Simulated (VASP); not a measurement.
# CuSi16H4 in VASP: single point with PBEsol

Aim: the single point of CuSi16H4 with PBEsol.

Everything below comes from runs of VASP 6.6.1. Logs are shortened: lines on timing, memory, paths and dates and some standing lists are left out, and cuts for length are marked.

## 1. The cell of the first run

The cell holds a slab with vacuum, 21 atoms: a = 7.679 Å, b = 7.679 Å, c = 17.419 Å, α = 90.00°, β = 90.00°, γ = 60.00°.

## 2. Single point, PBEsol, collinear spin

INCAR reads:

```
SYSTEM = CuSi16H4
  PREC = Accurate
  ENCUT = 520
  EDIFF = 1E-6
  ISMEAR = -1
  SIGMA = 0.05
  LREAL = Auto
  LASPH = .True.
  NELM = 150
  ALGO = Normal
  ISIF = 2
  LWAVE = .False.
  LCHARG = .False.
  ISPIN = 2
  MAGMOM = 0 0 0 0 0 0 0 0 0 0 0 0 0 0 0 0 0 0 0 0 1
  LORBIT = 11
  LMAXMIX = 4
  GGA = PS
  NBANDS = 60
```

KPOINTS reads:

```
Automatic mesh
0
Gamma
  2 2 1
  0 0 0
```

POSCAR reads:

```
CuSi16H4
1.0
    7.6791800172      0.0000000099      0.0000000000
    3.8395900172      6.6503649901      0.0000000000
    0.0000000000      0.0000000000     17.4187650000
H Si Cu
4 16 1
Direct
    0.1666666600      0.1666666850      0.0574093500
    0.6666666400      0.1666666800      0.0574093500
    0.1666666600      0.6666666550      0.0574093500
    0.6666666400      0.6666666800      0.0574093500
    0.1666666600      0.1666666850      0.1435233800
    0.6666666400      0.1666666800      0.1435233800
    0.1666666600      0.6666666550      0.1435233800
    0.6666666400      0.6666666800      0.1435233800
   -0.1672531322      0.3330516427      0.1882259319
    0.3338292284      0.3330853858      0.1892652839
   -0.1672531322      0.8342014895      0.1882259319
    0.3326369457      0.8336815271      0.1823028049
   -0.2074695599      0.3530799215      0.3253389658
    0.3286249473      0.3356875263      0.3263742662
   -0.2074695599      0.8543896384      0.3253389658
    0.3318795027      0.8340602487      0.3145277232
   -0.0159766106      0.0079883053      0.3242156637
    0.4684627539      0.0101465001      0.3798046372
   -0.0193710362      0.5096855181      0.3274538138
    0.4684627539      0.5213907460      0.3798046372
    0.4632727530      0.7683636235      0.4516498441
```

Potentials or basis: VASP PAW PBE potentials, release 64 (H, Si, Cu).

The run is started by

```console
> cat potpaw_PBE.64/H/POTCAR potpaw_PBE.64/Si/POTCAR potpaw_PBE.64/Cu/POTCAR > POTCAR
> mpirun -np 1 vasp_std > vasp.out
```

OUTCAR:

```text
SYSTEM = CuSi16H4
   PREC = Accurate
   ENCUT = 520
   EDIFF = 1E-6
   ISMEAR = -1
   LREAL = Auto
   LASPH = .True.
   NELM = 150
   ISIF = 2
   ISPIN = 2
   LORBIT = 11
   GGA = PS

 ion  position               nearest neighbor table
   1  0.167  0.167  0.057-   5 1.50
   2  0.667  0.167  0.057-   6 1.50
   3  0.167  0.667  0.057-   7 1.50
   4  0.667  0.667  0.057-   8 1.50
   5  0.167  0.167  0.144-   1 1.50  12 2.32   9 2.35  10 2.36
   6  0.667  0.167  0.144-   2 1.50   9 2.34  11 2.34  10 2.35
   7  0.167  0.667  0.144-   3 1.50  12 2.32  11 2.35  10 2.36
   8  0.667  0.667  0.144-   4 1.50  12 2.32  11 2.35   9 2.35
   9  0.833  0.333  0.188-   6 2.34   8 2.35   5 2.35  13 2.40
  10  0.334  0.333  0.189-   6 2.35   5 2.36   7 2.36  14 2.39
  11  0.833  0.834  0.188-   6 2.34   8 2.35   7 2.35  15 2.40
  12  0.333  0.834  0.182-  16 2.30   7 2.32   5 2.32   8 2.32
  13  0.793  0.353  0.325-  19 2.30  17 2.30  20 2.36   9 2.40
  14  0.329  0.336  0.326-  19 2.31  18 2.36  20 2.36  10 2.39
  15  0.793  0.854  0.325-  19 2.30  17 2.30  18 2.36  11 2.40
  16  0.332  0.834  0.315-  12 2.30  17 2.32  18 2.37  20 2.37  21 2.54
  17  0.984  0.008  0.324-  15 2.30  13 2.30  16 2.32
  18  0.468  0.010  0.380-  21 2.26  15 2.36  14 2.36  16 2.37
  19  0.981  0.510  0.327-  13 2.30  15 2.30  14 2.31
  20  0.468  0.521  0.380-  21 2.26  13 2.36  14 2.36  16 2.37
  21  0.463  0.768  0.452-  18 2.26  20 2.26  16 2.54

  LATTYP: Found a hexagonal cell.
 ALAT       =     7.6791800345
 C/A-ratio  =     2.2683105386

  Lattice vectors:

 A1 = (  -3.8395900172,  -6.6503649901,   0.0000000000)
 A2 = (   7.6791800172,   0.0000000099,   0.0000000000)
 A3 = (   0.0000000000,   0.0000000000,  17.4187650000)

Analysis of symmetry for initial positions (statically):
=====================================================================
 Subroutine PRICEL returns:
 Original cell was already a primitive cell.

 Routine SETGRP: Setting up the symmetry group for a
 hexagonal supercell.

 Subroutine GETGRP returns: Found  2 space group operations
 (whereof  2 operations were pure point group operations)
 out of a pool of 24 trial point group operations.

The static configuration has the point symmetry C_1h.

Analysis of symmetry for dynamics (positions and initial velocities):
=====================================================================
 Subroutine PRICEL returns:
 Original cell was already a primitive cell.

 Routine SETGRP: Setting up the symmetry group for a
 hexagonal supercell.

 Subroutine GETGRP returns: Found  2 space group operations
 (whereof  2 operations were pure point group operations)
 out of a pool of 24 trial point group operations.

The dynamic configuration has the point symmetry C_1h.

Analysis of structural, dynamic, and magnetic symmetry:
=====================================================================
 Subroutine PRICEL returns:
 Original cell was already a primitive cell.

 Routine SETGRP: Setting up the symmetry group for a
 hexagonal supercell.

 Subroutine GETGRP returns: Found  2 space group operations
 (whereof  2 operations were pure point group operations)
 out of a pool of 24 trial point group operations.

The overall configuration has the point symmetry C_1h.

 Subroutine INISYM returns: Found  2 space group operations
 (whereof  2 operations are pure point group operations),
 and found     1 'primitive' translations

----------------------------------------------------------------------------------------

                                     Primitive cell

  volume of cell :     889.5650

  direct lattice vectors                    reciprocal lattice vectors
     7.679180017  0.000000010  0.000000000     0.130222237 -0.075183844  0.000000000
     3.839590017  6.650364990  0.000000000    -0.000000000  0.150367687  0.000000000
     0.000000000  0.000000000 17.418765000     0.000000000  0.000000000  0.057409351

  length of vectors
     7.679180017  7.679180034 17.418765000     0.150367687  0.150367687  0.057409351

[... 74 lines left out ...]
            Coordinates               Weight
  0.000000  0.000000  0.000000      1.000000
  0.500000  0.000000  0.000000      1.000000
  0.500000  0.500000  0.000000      2.000000
   k-points           NKPTS =      3   k-points in BZ     NKDIM =      3   number of bands    NBANDS=     60
   number of dos      NEDOS =    301   number of ions     NIONS =     21
   total plane-waves  NPLWV = 504000
   dimension x,y,z NGX =    60 NGY =   60 NGZ =  140
   dimension x,y,z NGXF=   120 NGYF=  120 NGZF=  280
   ions per type =               4  16   1
   NGX,Y,Z   is equivalent  to a cutoff of  12.99, 12.99, 13.36 a.u.
   NGXF,Y,Z  is equivalent  to a cutoff of  25.98, 25.98, 26.72 a.u.
 SYSTEM =  CuSi16H4
   PREC   = accura    normal or accurate (medium, high low for compatibility)
   ISTART =      0    job   : 0-new  1-cont  2-samecut
   ICHARG =      2    charge: 1-file 2-atom 10-const
   ISPIN  =      2    spin polarized calculation?
   LNONCOLLINEAR =      F non collinear calculations
   LSORBIT =      F    spin-orbit coupling
   LASPH  =      T    aspherical Exc in radial PAW
   ENCUT  =  520.0 eV  38.22 Ry    6.18 a.u.  14.28 14.28 32.39*2*pi/ulx,y,z
   NELM   =    150;   NELMIN=  2; NELMDL= -5     # of ELM steps
   EDIFF  = 0.1E-05   stopping-criterion for ELM
   LREAL  =      T    real-space projection
   EDIFFG = 0.1E-04   stopping-criterion for IOM
   NSW    =      0    number of steps for IOM
[... 5 lines left out ...]
   TEBEG  =    0.0;   TEEND  =   0.0 temperature during run
   PSTRESS=    0.0 pullay stress
   NELECT =      79.0000    total number of electrons
   NUPDOWN=      -1.0000    fix difference up-down
   EMIN   =  10.00;   EMAX   =-10.00  energy-range for DOS
   EFERMI =   0.00;   METHOD = LEGACY
   ISMEAR =    -1;   SIGMA  =   0.05  broadening in eV -4-tet -1-fermi 0-gaus
   EFERMI_NEDOS =   21; number of points for ismear=-14 and -15
   IALGO  =     38    algorithm
   IMIX   =      4    mixing-type and parameters
     AMIX     =   0.40;   BMIX     =  1.00
     AMIX_MAG =   1.60;   BMIX_MAG =  1.00
  volume/ion in A,a.u.               =      42.36       285.86
  Fermi-wavevector in a.u.,A,eV,Ry     =   0.730395  1.380247  7.258399  0.533477
  Thomas-Fermi vector in A             =   1.822355
   LORBIT       =     11    0 simple, 1 ext, 2 COOP (PROOUT), +10 PAW based schemes
   GGA     = PS    functional components
   LHFCALC =     F    Hartree Fock is set to
   AEXX    =    0.0000 exact exchange contribution
   IVDW    =     0    specifies the selected vdW correction
   LEPSILON=     F    determine dielectric tensor
   LRPA    =     F    only Hartree local field effects (RPA)
 spin polarized calculation
  energy-cutoff  :      520.00
  volume of cell :      889.57
 maximum number of plane-waves:     23990
 NGX is ok and might be reduce to    60
   NGX = 29   NGY = 29   NGZ = 65

 number of electron      79.0000000 magnetization      -0.0155140

 number of electron      79.0000000 magnetization       0.0006931

 Free energy of the ion-electron system (eV)
  ---------------------------------------------------
  ext. energy  EPLUGINS =         0.00000000
  ---------------------------------------------------
  free energy    TOTEN  =      -102.55742268 eV

  energy without entropy =     -102.52444175  energy(sigma->0) =     -102.54093221

 E-fermi :  -0.4563     XC(G=0):  -4.5538

 val. band max:       -0.5089869709   @ k =   0.0000   0.0000   0.0000
 cond. band min:      -0.3921635902   @ k =   0.5000   0.0000   0.0000
 fundamental gap:      0.1168233807
 Fermi energy:        -0.4562722135

 spin component 1

 k-point     1 :       0.0000    0.0000    0.0000
  band No.  band energies     occupation
      1     -12.3738      1.00000
      2     -11.0032      1.00000
      3     -10.2142      1.00000
      4     -10.0961      1.00000
      5     -10.0554      1.00000
      6      -9.3444      1.00000
[... 151 lines left out ...]
     50       2.5924      0.00000
     51       2.9412      0.00000
 Fermi energy:        -0.4562722135

 spin component 2

 k-point     1 :       0.0000    0.0000    0.0000
  band No.  band energies     occupation
      1     -12.3738      1.00000
      2     -11.0032      1.00000
      3     -10.2142      1.00000
      4     -10.0961      1.00000
      5     -10.0553      1.00000
      6      -9.3444      1.00000
[... 151 lines left out ...]
     50       2.5926      0.00000
     51       2.9412      0.00000
 [bands above 51 left out]

------------------------ aborting loop because EDIFF is reached ----------------------------------------

  FORCE on cell =-STRESS in cart. coord.  units (eV):
  Direction    XX          YY          ZZ          XY          YZ          ZX
  --------------------------------------------------------------------------------------
  -------------------------------------------------------------------------------------
  Total        2.2711485      2.6512206      1.1036600      0.3291520     -0.0978161      0.1694229
  in kB        4.0905192      4.7750591      1.9877795      0.5928290     -0.1761745      0.3051441
  external PRESSURE =       3.6177859 kB  Pullay stress =       0.0000000 kB

 VOLUME and BASIS-vectors are now :
 -----------------------------------------------------------------------------
  energy-cutoff  :      520.00
  volume of cell :      889.57
      direct lattice vectors                 reciprocal lattice vectors
     7.679180017  0.000000010  0.000000000     0.130222237 -0.075183844  0.000000000
     3.839590017  6.650364990  0.000000000    -0.000000000  0.150367687  0.000000000
     0.000000000  0.000000000 17.418765000     0.000000000  0.000000000  0.057409351

 POSITION                                       TOTAL-FORCE (eV/Angst)
 -----------------------------------------------------------------------------------
      1.91980      1.10839      1.00000        -0.028392      0.164091     -0.138542
      5.75938      1.10839      1.00000        -0.036398      0.021014     -0.183207
      3.83959      4.43358      1.00000        -0.156303     -0.057457     -0.138542
      7.67918      4.43358      1.00000         0.075728     -0.043722     -0.195382
      1.91980      1.10839      2.50000         0.095086      0.165020      0.252014
      5.75938      1.10839      2.50000         0.006060     -0.003499      0.144355
[... 13 lines left out ...]
      5.59934      3.46744      6.61573        -0.013302     -0.018334      0.005925
      6.50776      5.10990      7.86718        -0.006515      0.003761      0.020189
 -----------------------------------------------------------------------------------
    total drift:                                0.003870     -0.002229     -0.008971

  FREE ENERGIE OF THE ION-ELECTRON SYSTEM (eV)
  ---------------------------------------------------
  free  energy   TOTEN  =      -102.5574226770 eV

  energy  without entropy=     -102.5244417503  energy(sigma->0) =     -102.54093221

 total charge

# of ion       s       p       d       tot
------------------------------------------
    1        0.547   0.013   0.000   0.561
    2        0.549   0.013   0.000   0.563
    3        0.547   0.013   0.000   0.561
    4        0.550   0.013   0.000   0.563
    5        0.739   0.975   0.000   1.714
    6        0.748   0.970   0.000   1.719
[... 13 lines left out ...]
   20        0.770   0.902   0.000   1.672
   21        0.480   0.250   9.254   9.984
--------------------------------------------------
tot         14.779  15.236   9.254  39.269

 magnetization (x)

# of ion       s       p       d       tot
------------------------------------------
    1       -0.000   0.000   0.000  -0.000
    2       -0.000   0.000   0.000  -0.000
    3       -0.000   0.000   0.000  -0.000
    4       -0.000  -0.000   0.000  -0.000
    5       -0.000   0.000   0.000   0.000
    6        0.000   0.000   0.000   0.000
[... 13 lines left out ...]
   20       -0.000  -0.000   0.000  -0.000
   21        0.000   0.000   0.000   0.000
--------------------------------------------------
tot          0.000   0.000   0.000   0.000
```

Wall time 23 min (1 thread of Intel Xeon Platinum 8488C (Sapphire Rapids), shared host); peak memory 1.5 GiB.

What came out:

```
Free energy                                           : -102.5574 eV
Largest force                                         : 0.316 eV/Å
Net moment                                            : 0.00 μB per cell
Valence electrons inside the program's atomic spheres : H 0.56; Si 1.71, 1.72, 1.68, 1.73, 1.69, 1.66, 1.67 (each value once); Cu 9.98
```

Forces on the atoms (eV/Å):
```
H   -0.028  0.164 -0.139
H   -0.036  0.021 -0.183
H   -0.156 -0.057 -0.139
H    0.076 -0.044 -0.195
Si   0.095  0.165  0.252
Si   0.006 -0.003  0.144
Si  -0.095 -0.165  0.252
Si   0.162 -0.094 -0.048
Si  -0.004  0.009  0.004
Si  -0.006  0.003  0.008
Si  -0.009 -0.001  0.004
Si   0.001 -0.001  0.007
Si   0.020  0.014  0.010
Si   0.004 -0.002 -0.016
Si  -0.002 -0.024  0.010
Si  -0.004  0.002 -0.016
Si   0.002 -0.001  0.014
Si   0.009  0.021  0.006
Si  -0.014  0.008 -0.003
Si  -0.013 -0.018  0.006
Cu  -0.007  0.004  0.020
```

Levels at points of the mesh, in eV from the Fermi level:
Spin up:
| k point | band 36 | band 37 | band 38 | band 39 | band 40 | band 41 | band 42 | band 43 |
| --- | --- | --- | --- | --- | --- | --- | --- | --- |
| (0.00, 0.00, 0.00) | -1.03 | -0.93 | -0.64 | -0.60 | -0.37 | -0.05 | 0.72 | 0.85 |
| (0.50, 0.00, 0.00) | -1.21 | -1.01 | -0.86 | -0.85 | 0.06 | 0.39 | 1.22 | 1.41 |
| (0.50, 0.50, 0.00) | -1.19 | -1.14 | -0.82 | -0.82 | 0.20 | 0.30 | 1.52 | 1.63 |
Spin down:
```tsv
k point	band 37	band 38	band 39	band 40	band 41	band 42
(0.00, 0.00, 0.00)	-0.93	-0.64	-0.60	-0.37	-0.05	0.72
(0.50, 0.00, 0.00)	-1.01	-0.86	-0.85	0.06	0.39	1.22
(0.50, 0.50, 0.00)	-1.14	-0.82	-0.82	0.20	0.30	1.52
```

Caveat: the k points lie up to 0.47 Å⁻¹ apart; the PAW data sets were made with another functional, which shifts forces and pressure a little.
